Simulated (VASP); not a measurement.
Crystal: BaTiO3.

```
Ba Ti O
1.0
     3.92422    0.00000    0.00000
     0.00000    3.92422    0.00000
     0.00000    0.00000    3.92422
Ba Ti O
1 1 3
Direct
  0.50000 0.50000 0.50000
  0.00000 0.00000 0.00000
  0.00000 0.00000 0.50000
  0.00000 0.50000 0.00000
  0.50000 0.00000 0.00000
```

Base run:

| Quantity | Value |
| --- | --- |
| Program | VASP 6.6.1 |
| Functional | PBEsol |
| Potentials or basis | VASP PAW PBE potentials, release 64 (Ba_sv, Ti_sv, O) |
| Cutoff | 520 eV |
| k mesh | 7 × 7 × 7 |
| Occupations | fermi-dirac, width 0.05 eV |
| Spin | no spin polarisation |

Its results: band gap on the k mesh 1.88 eV, indirect (least direct gap 1.89 eV); pressure 9.0 GPa.

Problem. The run is repeated on the same cell with these changes: functional from PBEsol to r2SCAN. What comes out?

Solution. Band gap on the k mesh 2.34 eV, indirect (least direct gap 2.37 eV); pressure 13.2 GPa.

r2SCAN gives the wider gap, since meta-GGAs in the generalised Kohn-Sham scheme recover part of the derivative discontinuity.

Caveats: the PAW data sets were made with another functional, which shifts forces and pressure a little; spin-orbit coupling is left out, which moves the levels of the heavy elements.

A k mesh can miss the band edges.
